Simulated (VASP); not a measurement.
Set up this calculation in VASP 6.6.1, as the native input.

```yaml
Task: single point
Functional: LDA
Potentials_or_basis: VASP PAW LDA potentials, release 64 (Si)
Cutoff: 520 eV
k_mesh: 8 × 8 × 8
Occupations: gaussian, width 0.01 eV
Spin: no spin polarisation
Dipole_correction: no
Further_INCAR_settings: ALGO = Normal; EDIFF = 1e-06; NBANDS = 11
```

The structure of Si lies in POSCAR:

```
Si
1.0
    2.6246204553      2.6246204553      0.0000000000
   -2.6246204553      2.6246204553      0.0000000000
    0.0000000000      2.6246204553      2.6246204553
Si
2
Direct
    0.2500000000      0.7500000000      0.5000000000
    0.0000000000      0.0000000000      0.0000000000
```

One way to write it, as run:

INCAR

```
ALGO = Normal ; EDIFF = 1E-6
ENCUT = 520 ; GGA = CA
ISIF = 2 ; ISMEAR = 0
LASPH = T ; LCHARG = F
LREAL = F ; LWAVE = F
NBANDS = 11 ; NELM = 80
PREC = Accurate ; SIGMA = 0.01
```

KPOINTS

```
k-points
0
Gamma
  8 8 8
```

Potentials or basis: VASP PAW LDA potentials, release 64 (Si).

Run with:

```bash
$ cat potpaw_LDA.64/Si/POTCAR > POTCAR
$ mpirun -np 1 vasp_std > vasp.out
```

Results of the run:

| Quantity | Value |
| --- | --- |
| Pressure | 10.1 GPa |
| Band gap on the k mesh | 0.34 eV, indirect (least direct gap 2.56 eV) |

It took 8.5 s on 1 thread of Intel(R) Xeon(R) Platinum 8375C CPU @ 2.90GHz (Ice Lake) (shared host), peak memory 0.13 GiB.
